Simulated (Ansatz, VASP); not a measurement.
**One calculation of Si3N4, two programs**

```
Si N
1.0
     7.59500    0.00000    0.00000
    -3.79750    6.57746    0.00000
     0.00000    0.00000    2.90230
Si N
6 8
Direct
  0.76870 0.17440 0.25000
  0.59430 0.76870 0.75000
  0.82560 0.59430 0.25000
  0.23130 0.82560 0.75000
  0.40570 0.23130 0.25000
  0.17440 0.40570 0.75000
  0.02970 0.32950 0.26500
  0.70020 0.02970 0.76500
  0.67050 0.70020 0.26500
  0.97030 0.67050 0.76500
  0.29980 0.97030 0.26500
  0.32950 0.29980 0.76500
  0.33333 0.66667 0.23440
  0.66667 0.33333 0.73440
```

Alike in both runs: task electric field gradients; functional PBE; k mesh 4 × 4 × 10; occupations gaussian, width 0.1 eV; no spin polarisation.

|  | VASP | Ansatz |
| --- | --- | --- |
| version | VASP 6.6.1 | Ansatz 0.2.0 |
| potentials or method | VASP PAW PBE potentials, release 64 (Si, N) | plane-wave PAW, scalar-relativistic |
| plane-wave cutoff (eV) | 520 | 420 |
| valence electrons in the cell | 64 | 64 |

|  | VASP | Ansatz | Ansatz less VASP |
| --- | --- | --- | --- |
| gap on the k mesh at the Fermi level (eV) | 1.40 | 1.42 | +0.019 |
| pressure (GPa) | -2.4 | -2.2 | +0.14 |
| traceless stress, the component that is largest in VASP (GPa) | -27.49 | -27.46 | +0.024 |
| rms of the force components (eV/Å) | 1.316 | 1.323 | +0.0066 |
| size of Vzz on the site where it differs most (V/Å²) | 44.6 | 47.2 | +2.62 |

Atom by atom the forces differ by 0.013 eV/Å (rms over components).
